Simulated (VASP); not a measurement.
# Be (P4/mmm) in VASP: further runs, part 2 of 2

VASP 6.6.1. The steps go on from the part before.

## (3) Single point, PBE

This run uses another cell than the first one: it holds 8 atoms, not 1.

Input file INCAR:

```
SYSTEM = Be
  PREC = Accurate
  ENCUT = 520
  EDIFF = 1E-7
  ISMEAR = 0
  SIGMA = 0.2
  LREAL = .False.
  LASPH = .True.
  NELM = 60
  ALGO = Normal
  ISIF = 2
  LWAVE = .False.
  LCHARG = .False.
  GGA = PE
  NBANDS = 18
```

Input file KPOINTS:

```
regular mesh
0
Gamma
  6 6 6
  0 0 0
```

Input file POSCAR:

```
Be
1.0
    0.0000000000      0.0000000000      4.1312905684
    4.4654800694      0.0000000000      0.0000000000
    0.0000000000      4.4654800694      0.0000000000
Be
8
Direct
    0.0000000000      0.2500000000      0.2500000000
    0.5000000000      0.2500000000      0.2500000000
    0.0000000000      0.2500000000      0.7500000000
    0.5000000000      0.2500000000      0.7500000000
    0.0000000000      0.7500000000      0.2500000000
    0.5000000000      0.7500000000      0.2500000000
    0.0000000000      0.7500000000      0.7500000000
    0.5000000000      0.7500000000      0.7500000000
```

Potentials or basis: VASP PAW PBE potentials, release 64 (Be).

Run with:

```sh
> cat potpaw_PBE.64/Be/POTCAR > POTCAR
> mpirun -np 1 vasp_std > vasp.out
```

OUTCAR:

```text
SYSTEM = Be
   PREC = Accurate
   ENCUT = 520
   EDIFF = 1E-7
   ISMEAR = 0
   LREAL = .False.
   LASPH = .True.
   NELM = 60
   ISIF = 2
   GGA = PE

 ion  position               nearest neighbor table
   1  0.000  0.250  0.250-   2 2.07   2 2.07   5 2.23   3 2.23   5 2.23   3 2.23
   2  0.500  0.250  0.250-   1 2.07   1 2.07   6 2.23   4 2.23   6 2.23   4 2.23
   3  0.000  0.250  0.750-   4 2.07   4 2.07   7 2.23   1 2.23   7 2.23   1 2.23
   4  0.500  0.250  0.750-   3 2.07   3 2.07   8 2.23   2 2.23   8 2.23   2 2.23
   5  0.000  0.750  0.250-   6 2.07   6 2.07   7 2.23   7 2.23   1 2.23   1 2.23
   6  0.500  0.750  0.250-   5 2.07   5 2.07   8 2.23   8 2.23   2 2.23   2 2.23
   7  0.000  0.750  0.750-   8 2.07   8 2.07   3 2.23   5 2.23   3 2.23   5 2.23
   8  0.500  0.750  0.750-   7 2.07   7 2.07   4 2.23   6 2.23   4 2.23   6 2.23
[... 7 lines left out ...]
 A1 = (   4.4654800694,   0.0000000000,   0.0000000000)
 A2 = (   0.0000000000,   4.4654800694,   0.0000000000)
 A3 = (   0.0000000000,   0.0000000000,   4.1312905684)

Analysis of symmetry for initial positions (statically):
=====================================================================
 Subroutine PRICEL returns following result:

  LATTYP: Found a simple tetragonal cell.
 ALAT       =     2.2327400347
 C/A-ratio  =     0.9251615737

  Lattice vectors:

 A1 = (   2.2327400347,   0.0000000000,   0.0000000000)
 A2 = (   0.0000000000,   2.2327400347,   0.0000000000)
 A3 = (   0.0000000000,   0.0000000000,   2.0656452842)

   8 primitive cells build up your supercell.

 Routine SETGRP: Setting up the symmetry group for a
 simple tetragonal supercell.

 Subroutine GETGRP returns: Found 16 space group operations
 (whereof 16 operations were pure point group operations)
 out of a pool of 16 trial point group operations.

The static configuration has the point symmetry D_4h.

Analysis of symmetry for dynamics (positions and initial velocities):
=====================================================================
 Subroutine PRICEL returns following result:

  LATTYP: Found a simple tetragonal cell.
 ALAT       =     2.2327400347
 C/A-ratio  =     0.9251615737

  Lattice vectors:

 A1 = (   2.2327400347,   0.0000000000,   0.0000000000)
 A2 = (   0.0000000000,   2.2327400347,   0.0000000000)
 A3 = (   0.0000000000,   0.0000000000,   2.0656452842)

   8 primitive cells build up your supercell.

 Routine SETGRP: Setting up the symmetry group for a
 simple tetragonal supercell.

 Subroutine GETGRP returns: Found 16 space group operations
 (whereof 16 operations were pure point group operations)
 out of a pool of 16 trial point group operations.

The dynamic configuration has the point symmetry D_4h.

 Subroutine INISYM returns: Found 16 space group operations
 (whereof 16 operations are pure point group operations),
 and found     8 'primitive' translations

----------------------------------------------------------------------------------------

                                     Primitive cell

  volume of cell :      10.2975

  direct lattice vectors                    reciprocal lattice vectors
     2.232740035  0.000000000  0.000000000     0.447880176  0.000000000  0.000000000
     0.000000000  2.232740035  0.000000000     0.000000000  0.447880176  0.000000000
     0.000000000  0.000000000  2.065645284     0.000000000  0.000000000  0.484110223

[... 39 lines left out ...]
  0.166667  0.000000  0.000000      2.000000
  0.333333  0.000000  0.000000      2.000000
  0.500000  0.000000  0.000000      1.000000
  0.000000  0.166667  0.000000      4.000000
  0.166667  0.166667  0.000000      8.000000
[... 16 lines left out ...]
  0.333333  0.333333  0.166667     16.000000
  0.500000  0.333333  0.166667      8.000000
 [... further k-points ...]
   k-points           NKPTS =     40   k-points in BZ     NKDIM =     40   number of bands    NBANDS=     18
   number of dos      NEDOS =    301   number of ions     NIONS =      8
   total plane-waves  NPLWV =  41472
   dimension x,y,z NGX =    32 NGY =   36 NGZ =   36
   dimension x,y,z NGXF=    64 NGYF=   72 NGZF=   72
   ions per type =               8
   NGX,Y,Z   is equivalent  to a cutoff of  12.88, 13.40, 13.40 a.u.
   NGXF,Y,Z  is equivalent  to a cutoff of  25.75, 26.80, 26.80 a.u.
 SYSTEM =  Be
   PREC   = accura    normal or accurate (medium, high low for compatibility)
   ISTART =      0    job   : 0-new  1-cont  2-samecut
   ICHARG =      2    charge: 1-file 2-atom 10-const
   ISPIN  =      1    spin polarized calculation?
   LNONCOLLINEAR =      F non collinear calculations
   LSORBIT =      F    spin-orbit coupling
   LASPH  =      T    aspherical Exc in radial PAW
   ENCUT  =  520.0 eV  38.22 Ry    6.18 a.u.   7.68  8.30  8.30*2*pi/ulx,y,z
   NELM   =     60;   NELMIN=  2; NELMDL= -5     # of ELM steps
   EDIFF  = 0.1E-06   stopping-criterion for ELM
   LREAL  =      F    real-space projection
   EDIFFG = 0.1E-05   stopping-criterion for IOM
   NSW    =      0    number of steps for IOM
   IBRION =     -1    ionic relax: 0-MD 1-quasi-New 2-CG
   NFREE  =      0    steps in history (QN), initial steepest desc. (CG)
   ISIF   =      2    stress and relaxation
   ISYM   =      2    0-nonsym 1-usesym 2-fastsym
   POTIM  = 0.5000    time-step for ionic-motion
   TEBEG  =    0.0;   TEEND  =   0.0 temperature during run
   PSTRESS=    0.0 pullay stress
   NELECT =      16.0000    total number of electrons
   NUPDOWN=      -1.0000    fix difference up-down
   EMIN   =  10.00;   EMAX   =-10.00  energy-range for DOS
   EFERMI =   0.00;   METHOD = LEGACY
   ISMEAR =     0;   SIGMA  =   0.20  broadening in eV -4-tet -1-fermi 0-gaus
   EFERMI_NEDOS =   21; number of points for ismear=-14 and -15
   IALGO  =     38    algorithm
   IMIX   =      4    mixing-type and parameters
     AMIX     =   0.40;   BMIX     =  1.00
     AMIX_MAG =   1.60;   BMIX_MAG =  1.00
  volume/ion in A,a.u.               =      10.30        69.49
  Fermi-wavevector in a.u.,A,eV,Ry     =   0.948071  1.791594 12.229439  0.898838
  Thomas-Fermi vector in A             =   2.076224
   LORBIT       =      0    0 simple, 1 ext, 2 COOP (PROOUT), +10 PAW based schemes
   GGA     = PE    functional components
   LHFCALC =     F    Hartree Fock is set to
   AEXX    =    0.0000 exact exchange contribution
   IVDW    =     0    specifies the selected vdW correction
   LEPSILON=     F    determine dielectric tensor
   LRPA    =     F    only Hartree local field effects (RPA)
 non-spin polarized calculation
 Gauss-broadening in eV      SIGMA  =   0.20
  energy-cutoff  :      520.00
  volume of cell :       82.38
 maximum number of plane-waves:      2240
 NGX is ok and might be reduce to    32

 number of electron      16.0000000 magnetization

 Free energy of the ion-electron system (eV)
  ---------------------------------------------------
  ext. energy  EPLUGINS =         0.00000000
  ---------------------------------------------------
  free energy    TOTEN  =       -22.16992691 eV

  energy without entropy =      -22.11018988  energy(sigma->0) =      -22.14005839

 E-fermi :   4.7265     XC(G=0):  -9.7397

 val. band max:        4.7244528922   @ k =   0.3333   0.3333   0.0000
 cond. band min:       4.7519623197   @ k =   0.0000   0.5000   0.1667
 fundamental gap:      0.0275094275
 Fermi energy:         4.7264555260

 k-point     1 :       0.0000    0.0000    0.0000
  band No.  band energies     occupation
      1      -4.8996      2.00000
      2      -0.0168      2.00000
      3      -0.0168      2.00000
      4       0.4301      2.00000
      5       2.4712      2.00000
      6       2.4712      2.00000
[... 481 lines left out ...]
      5       1.5402      2.00000
      6       1.5402      2.00000
[... 10 lines left out ...]
     17      11.5362      0.00000
     18      11.5362      0.00000

 [... further k-points ...]
[... 5 lines left out ...]
  --------------------------------------------------------------------------------------
  -------------------------------------------------------------------------------------
  Total        0.3883644      0.3883644     -0.1357709      0.0000000     -0.0000000      0.0000000
  in kB        7.5531462      7.5531462     -2.6405560      0.0000000     -0.0000000      0.0000000
  external PRESSURE =       4.1552454 kB  Pullay stress =       0.0000000 kB

 VOLUME and BASIS-vectors are now :
 -----------------------------------------------------------------------------
  energy-cutoff  :      520.00
  volume of cell :       82.38
      direct lattice vectors                 reciprocal lattice vectors
     0.000000000  0.000000000  4.131290568     0.000000000  0.000000000  0.242055112
     4.465480069  0.000000000  0.000000000     0.223940088  0.000000000  0.000000000
     0.000000000  4.465480069  0.000000000     0.000000000  0.223940088  0.000000000

 POSITION                                       TOTAL-FORCE (eV/Angst)
 -----------------------------------------------------------------------------------
      1.11637      1.11637      0.00000        -0.000000     -0.000000     -0.000000
      1.11637      1.11637      2.06565        -0.000000      0.000000     -0.000000
      1.11637      3.34911      0.00000        -0.000000      0.000000      0.000000
      1.11637      3.34911      2.06565        -0.000000     -0.000000     -0.000000
      3.34911      1.11637      0.00000         0.000000     -0.000000      0.000000
      3.34911      1.11637      2.06565         0.000000      0.000000      0.000000
      3.34911      3.34911      0.00000         0.000000      0.000000     -0.000000
      3.34911      3.34911      2.06565         0.000000     -0.000000      0.000000
 -----------------------------------------------------------------------------------
    total drift:                               -0.000000     -0.000000     -0.000000

  FREE ENERGIE OF THE ION-ELECTRON SYSTEM (eV)
  ---------------------------------------------------
  free  energy   TOTEN  =       -22.1699269081 eV

  energy  without entropy=      -22.1101898792  energy(sigma->0) =      -22.14005839
```

It took 26 s on 1 thread of Intel Xeon Platinum 8488C (Sapphire Rapids), shared host; peak memory 0.19 GiB.

What came out:

```
Free energy            : -22.1699 eV
Pressure               : 0.4 GPa
Band gap on the k mesh : zero (bands 8 and 9 overlap by 1.41 eV)
```

Stress tensor (GPa, compression positive):
```
 0.76  0.00  0.00
 0.00  0.76  0.00
 0.00  0.00 -0.26
```

Levels at points of the mesh, in eV from the Fermi level:
```
           k point  band 5  band 6  band 7  band 8  band 9  band 10  band 11  band 12
(0.00, 0.00, 0.00)   -2.26   -2.26   -0.65    0.20    0.20     0.42     0.42     1.60
(0.50, 0.00, 0.00)   -2.69   -2.69   -1.20   -1.20   -1.20    -1.20     2.16     2.16
(0.00, 0.50, 0.00)   -2.64   -2.64   -1.32   -1.32    0.23     0.23     1.96     1.96
(0.50, 0.50, 0.00)   -1.01   -1.01   -1.01   -1.01   -0.04    -0.04    -0.04    -0.04
(0.00, 0.50, 0.50)   -1.01   -1.01   -1.01   -1.01    1.33     1.33     1.33     1.33
(0.50, 0.50, 0.50)   -4.94   -4.94   -4.94   -4.94    5.74     5.74     5.74     5.74
```
